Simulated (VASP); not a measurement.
# I (Cmce) in VASP: further runs, part 2 of 2

VASP 6.6.1.

## Step 4: Single point, LDA

This run uses another cell than the first one, of 36.99 Å³/atom.

Contents of INCAR:

```
SYSTEM = I
PREC     = Accurate       ! precision mode
ENCUT    = 520            ! plane-wave cutoff, eV
EDIFF    = 1E-6           ! SCF threshold, eV
ISMEAR   = -1             ! smearing method
SIGMA    = 0.05           ! smearing width, eV
LREAL    = .False.        ! projectors in reciprocal space
LASPH    = .True.         ! aspherical terms in the spheres
NELM     = 100            ! most SCF steps
ALGO     = Normal         ! electronic algorithm
ISIF     = 2              ! what is computed and relaxed
LWAVE    = .False.        ! write WAVECAR
LCHARG   = .False.        ! write CHGCAR
GGA      = CA             ! functional
NBANDS   = 22             ! bands
```

Contents of KPOINTS:

```
regular mesh
0
Gamma
  2 2 1
  0 0 0
```

Contents of POSCAR:

```
I
1.0
    3.5886574692     -2.1413150360      0.0000000000
    3.5886574692      2.1413150360      0.0000000000
    0.0000000000      0.0000000000      9.6272130010
I
4
Direct
    0.8254264989      0.1745735011      0.1231842597
    0.6745735011      0.3254264989      0.6231842597
    0.1745735011      0.8254264989      0.8768157403
    0.3254264989      0.6745735011      0.3768157403
```

Potentials or basis: VASP PAW LDA potentials, release 64 (I).

On the command line:

```console
$ cat potpaw_LDA.64/I/POTCAR > POTCAR
$ mpirun -np 1 vasp_std > vasp.out
```

OUTCAR:

```text
SYSTEM = I
   PREC = Accurate
   ENCUT = 520
   EDIFF = 1E-6
   ISMEAR = -1
   LREAL = .False.
   LASPH = .True.
   NELM = 100
   ISIF = 2
   GGA = CA

 ion  position               nearest neighbor table
   1  0.825  0.175  0.123-   3 2.80   4 3.25   4 3.25
   2  0.675  0.325  0.623-   4 2.80   3 3.25   3 3.25
   3  0.175  0.825  0.877-   1 2.80   2 3.25   2 3.25
   4  0.325  0.675  0.377-   2 2.80   1 3.25   1 3.25

  LATTYP: Found a base centered orthorhombic cell.
 ALAT       =     4.2826300720
 B/A-ratio  =     1.6759128894
 C/A-ratio  =     2.2479674497

  Lattice vectors:

 A1 = (  -3.5886574692,  -2.1413150360,   0.0000000000)
 A2 = (   3.5886574692,  -2.1413150360,   0.0000000000)
 A3 = (   0.0000000000,   0.0000000000,   9.6272130010)

Analysis of symmetry for initial positions (statically):
=====================================================================
 Subroutine PRICEL returns:
 Original cell was already a primitive cell.

 Routine SETGRP: Setting up the symmetry group for a
 base centered orthorhombic supercell.
[... 147 lines left out ...]
  free energy    TOTEN  =        -8.30691134 eV

  energy without entropy =       -8.30665790  energy(sigma->0) =       -8.30678462

 E-fermi :   4.4182     XC(G=0):  -8.9947

 val. band max:        4.0473490627   @ k =   0.0000   0.0000   0.0000
 cond. band min:       4.7893239061   @ k =   0.5000   0.5000   0.0000
 fundamental gap:      0.7419748433
 Fermi energy:         4.4181820163

 k-point     1 :       0.0000    0.0000    0.0000
  band No.  band energies     occupation
      1     -10.0894      2.00000
      2      -9.1464      2.00000
      3      -8.5379      2.00000
      4      -6.8302      2.00000
      5      -1.0872      2.00000
      6       0.9263      2.00000
[... 64 lines left out ...]
     21      11.8157      0.00000
     22      12.8166      0.00000

------------------------ aborting loop because EDIFF is reached ----------------------------------------

  FORCE on cell =-STRESS in cart. coord.  units (eV):
  Direction    XX          YY          ZZ          XY          YZ          ZX
  --------------------------------------------------------------------------------------
  -------------------------------------------------------------------------------------
  Total        4.0665409      1.7866618     -5.1428968      0.0000000     -0.0000000      0.0000000
  in kB       44.0344501     19.3468286    -55.6897460      0.0000000     -0.0000000      0.0000000
  external PRESSURE =       2.5638442 kB  Pullay stress =       0.0000000 kB

 VOLUME and BASIS-vectors are now :
 -----------------------------------------------------------------------------
  energy-cutoff  :      520.00
  volume of cell :      147.96
      direct lattice vectors                 reciprocal lattice vectors
     3.588657469 -2.141315036  0.000000000     0.139327870 -0.233501373  0.000000000
     3.588657469  2.141315036  0.000000000     0.139327870  0.233501373  0.000000000
     0.000000000  0.000000000  9.627213001     0.000000000  0.000000000  0.103872221

 POSITION                                       TOTAL-FORCE (eV/Angst)
 -----------------------------------------------------------------------------------
      3.58866     -1.39368      1.18592         0.000000      0.560410      0.102897
      3.58866     -0.74763      5.99953         0.000000     -0.560410      0.102897
      3.58866      1.39368      8.44129         0.000000     -0.560410     -0.102897
      3.58866      0.74763      3.62769         0.000000      0.560410     -0.102897
 -----------------------------------------------------------------------------------
    total drift:                               -0.000000      0.000000     -0.000000

  FREE ENERGIE OF THE ION-ELECTRON SYSTEM (eV)
  ---------------------------------------------------
  free  energy   TOTEN  =        -8.3069113402 eV

  energy  without entropy=       -8.3066578980  energy(sigma->0) =       -8.30678462
```

stdout:

```text
POSCAR found type information on POSCAR I
 POSCAR found :  1 types and       4 ions
 scaLAPACK will be used
 LDA part: xc-table for (Slater(with rela. corr.)+CA(PZ))
 , standard interpolation
 POSCAR, INCAR and KPOINTS ok, starting setup
 FFT: planning ... GRIDC
 FFT: planning ... GRID_SOFT
 FFT: planning ... GRID
 WAVECAR not read
 entering main loop
```

It took 16 s on 1 thread of Intel Xeon 8259CL, shared host; peak memory 0.19 GiB.

What came out:

| Quantity | Value |
| --- | --- |
| Free energy | -8.3069 eV |
| Pressure | 0.3 GPa |
| Largest force | 0.570 eV/Å |
| Band gap on the k mesh | 0.74 eV (least direct gap 1.00 eV) |

Forces in eV/Å, atoms in the order of the input:
```
I    0.000  0.560  0.103
I    0.000 -0.560  0.103
I    0.000 -0.560 -0.103
I    0.000  0.560 -0.103
```

Caveat: the k points lie up to 0.85 Å⁻¹ apart; spin-orbit coupling is left out, which moves the levels of the heavy elements; an odd mesh through Γ misses points on the zone boundary, where band edges can lie.

## Step 5: Single point, LDA

This run uses another cell than the first one, of 36.99 Å³/atom.

Contents of INCAR:

```
ALGO = Normal ; EDIFF = 1E-6
ENCUT = 520 ; ISIF = 2
ISMEAR = -1 ; LASPH = True
LCHARG = False ; LREAL = False
LWAVE = False ; NBANDS = 22
NELM = 80 ; PREC = Accurate
SIGMA = 0.05
```

Contents of KPOINTS:

```
k-points
0
Gamma
  3 3 2
```

POSCAR is that of step 4.

Potentials or basis: VASP PAW LDA potentials, release 64 (I).

On the command line:

```console
$ cat potpaw_LDA.64/I/POTCAR > POTCAR
$ mpirun -np 1 vasp_std > vasp.out
```

OUTCAR:

```text
EDIFF = 1E-6
   ENCUT = 520
   ISIF = 2
   ISMEAR = -1
   LASPH = True
   LREAL = False
   NELM = 80
   PREC = Accurate

 ion  position               nearest neighbor table
   1  0.825  0.175  0.123-   3 2.80   4 3.25   4 3.25
   2  0.675  0.325  0.623-   4 2.80   3 3.25   3 3.25
   3  0.175  0.825  0.877-   1 2.80   2 3.25   2 3.25
   4  0.325  0.675  0.377-   2 2.80   1 3.25   1 3.25

  LATTYP: Found a base centered orthorhombic cell.
 ALAT       =     4.2826300720
 B/A-ratio  =     1.6759128894
 C/A-ratio  =     2.2479674497
[... 379 lines left out ...]
  Direction    XX          YY          ZZ          XY          YZ          ZX
  --------------------------------------------------------------------------------------
  -------------------------------------------------------------------------------------
  Total        0.4834506     -0.2201452     -0.6800169      0.0000000      0.0000000      0.0000000
  in kB        5.2350348     -2.3838376     -7.3635485      0.0000000      0.0000000      0.0000000
  external PRESSURE =      -1.5041171 kB  Pullay stress =       0.0000000 kB

 VOLUME and BASIS-vectors are now :
 -----------------------------------------------------------------------------
  energy-cutoff  :      520.00
  volume of cell :      147.96
      direct lattice vectors                 reciprocal lattice vectors
     3.588657469 -2.141315036  0.000000000     0.139327870 -0.233501373  0.000000000
     3.588657469  2.141315036  0.000000000     0.139327870  0.233501373  0.000000000
     0.000000000  0.000000000  9.627213001     0.000000000  0.000000000  0.103872221

 POSITION                                       TOTAL-FORCE (eV/Angst)
 -----------------------------------------------------------------------------------
      3.58866     -1.39368      1.18592         0.000000      0.116387     -0.011769
      3.58866     -0.74763      5.99953         0.000000     -0.116387     -0.011769
      3.58866      1.39368      8.44129         0.000000     -0.116387      0.011769
      3.58866      0.74763      3.62769         0.000000      0.116387      0.011769
 -----------------------------------------------------------------------------------
    total drift:                               -0.000000      0.000000     -0.000000

  FREE ENERGIE OF THE ION-ELECTRON SYSTEM (eV)
  ---------------------------------------------------
  free  energy   TOTEN  =        -8.1566231401 eV

  energy  without entropy=       -8.1565790751  energy(sigma->0) =       -8.15660111
```

OSZICAR:

```text
N       E                     dE             d eps       ncg     rms          rms(c)
DAV:   1     0.149167853523E+03    0.14917E+03   -0.10591E+04   352   0.104E+03
DAV:   2     0.274140488512E+01   -0.14643E+03   -0.14077E+03   480   0.158E+02
DAV:   3    -0.811933369768E+01   -0.10861E+02   -0.10827E+02   456   0.495E+01
DAV:   4    -0.835083054147E+01   -0.23150E+00   -0.23146E+00   438   0.850E+00
DAV:   5    -0.835508558178E+01   -0.42550E-02   -0.42550E-02   458   0.115E+00    0.110E+01
DAV:   6    -0.820847485344E+01    0.14661E+00   -0.12090E-01   400   0.152E+00    0.717E+00
DAV:   7    -0.816199246806E+01    0.46482E-01   -0.26947E-01   418   0.225E+00    0.535E-01
DAV:   8    -0.815660641643E+01    0.53861E-02   -0.32432E-02   406   0.861E-01    0.256E-01
DAV:   9    -0.815663791635E+01   -0.31500E-04   -0.67339E-04   424   0.149E-01    0.122E-01
DAV:  10    -0.815662384649E+01    0.14070E-04   -0.41453E-05   444   0.340E-02    0.197E-02
DAV:  11    -0.815662314007E+01    0.70642E-06   -0.38924E-06   424   0.991E-03
   1 F= -.81566231E+01 E0= -.81566011E+01  d E =-.440650E-04
```

Wall time 29 s (1 thread of Intel Xeon 8259CL, shared host); peak memory 0.2 GiB.

Results:

* Free energy: -8.1566 eV
* Pressure: -0.2 GPa
* Largest force: 0.117 eV/Å
* Band gap on the k mesh: 0.82 eV (least direct gap 1.02 eV)

Forces on the atoms (eV/Å):
```
I    0.000  0.116 -0.012
I    0.000 -0.116 -0.012
I    0.000 -0.116  0.012
I    0.000  0.116  0.012
```

Levels at points of the mesh, in eV from the valence-band top:
| k point | band 11 | band 12 | band 13 | band 14 | band 15 | band 16 | band 17 | band 18 |
| --- | --- | --- | --- | --- | --- | --- | --- | --- |
| (0.00, 0.00, 0.00) | -0.95 | -0.95 | -0.47 | 0.00 | 1.02 | 1.98 | 4.39 | 4.91 |
| (0.00, 0.00, 0.50) | -0.76 | -0.76 | -0.17 | -0.17 | 1.14 | 1.14 | 5.21 | 5.21 |

Caveat: the k points lie up to 0.57 Å⁻¹ apart; spin-orbit coupling is left out, which moves the levels of the heavy elements; an odd mesh through Γ misses points on the zone boundary, where band edges can lie.

## Step 6: Summary

| task | cell | k mesh | cutoff (eV) | gap on the mesh (eV) | pressure (GPa) | largest force (eV/Å) |
| --- | --- | --- | --- | --- | --- | --- |
| relaxation of cell and atoms | relaxed from a = 4.280, b = 4.280, c = 9.801 Å, angles 90.0, 90.0, 66.5°, 4 atoms, atomic positions A | 5 × 5 × 2 | 600 | 0.76 | 0.0 | 0.01 |
| single point | a = 4.179, b = 4.179, c = 9.627 Å, angles 90.0, 90.0, 61.6°, 4 atoms, atomic positions B | 2 × 2 × 1 | 520 | 0.74 | 0.3 | 0.57 |
| single point | a = 4.179, b = 4.179, c = 9.627 Å, angles 90.0, 90.0, 61.6°, 4 atoms, atomic positions B | 3 × 3 × 2 | 520 | 0.82 | -0.2 | 0.12 |

Alike in all rows: level LDA; potentials or basis VASP PAW LDA potentials, release 64 (I); no spin polarisation; smearing fermi-dirac 0.05 eV.

Caveats: some runs use coarse meshes; spin-orbit coupling is left out, which moves the levels of the heavy elements; an odd mesh through Γ misses points on the zone boundary, where band edges can lie.

Absolute energies hang on the potentials; compare differences alone.
